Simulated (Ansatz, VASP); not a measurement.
WC in VASP and in Ansatz

File INCAR:

```
SYSTEM = WC
PREC     = Accurate       ! precision mode
ENCUT    = 520            ! plane-wave cutoff, eV
EDIFF    = 1E-8           ! SCF threshold, eV
ISMEAR   = -1             ! smearing method
SIGMA    = 0.05           ! smearing width, eV
LREAL    = .False.        ! projectors in reciprocal space
LASPH    = .True.         ! aspherical terms in the spheres
NELM     = 60             ! most SCF steps
ALGO     = Normal         ! electronic algorithm
ISIF     = 2              ! what is computed and relaxed
LWAVE    = .False.        ! write WAVECAR
LCHARG   = .False.        ! write CHGCAR
GGA      = PE             ! functional
LEFG     = .True.       
NBANDS   = 16             ! bands
```

The input KPOINTS:

```
Automatic mesh
0
Gamma
  13 13 12
  0 0 0
```

File POSCAR:

```
WC
1.0
    2.8810343969      0.0000000000      0.0000000000
   -1.4405171984      2.4950489769      0.0000000000
    0.0000000000      0.0000000000      2.8100128507
W C
1 1
Direct
    0.0000000000      0.0000000000      0.0000000000
    0.6666666667      0.3333333333      0.5000000000
```

Input for Ansatz:

```yaml
crystal:
  lattice:
    - [2.8810343969, 0.0, 0.0]
    - [-1.4405171984, 2.4950489769, 0.0]
    - [0.0, 0.0, 2.8100128507]
  atoms:
    - { symbol: W, position: [0.0, 0.0, 0.0] }
    - { symbol: C, position: [0.6666666667, 0.3333333333, 0.5] }
kpoints:
  mp_grid: { grid: [13, 13, 12] }
scf:
  occupations: { method: fermi_dirac, width: 0.05 }
hamiltonian:
  xc: pbe
  pseudopotentials: { kind: all_electron, datasets: crystal }
output:
  forces: true
  stress: true
  eigenvalues: true
  efg: { contact_densities: true }
```

Change from the starting cell: volume scaled by 0.98, crystal datasets.

Alike in both runs: task electric field gradients; functional PBE; k mesh 13 × 13 × 12; occupations fermi-dirac, width 0.05 eV; no spin polarisation.

|  | VASP | Ansatz |
| --- | --- | --- |
| version | VASP 6.6.1 | Ansatz 0.2.0 |
| potentials or method | VASP PAW PBE potentials, release 64 (W_sv, C), cutoff 520 eV | all-electron PAW with datasets made for the crystal, scalar-relativistic |

```csv
,VASP,Ansatz,Ansatz less VASP
pressure (GPa),18.5,17.3,-1.24
"traceless stress, the component that is largest in VASP (GPa)",1.17,0.93,-0.237
size of Vzz on the site where it differs most (V/Å²),153.0,142.6,-10.37
```

Ansatz ran all-electron here, and VASP with PAW potentials.

Neither program's run includes spin-orbit coupling.
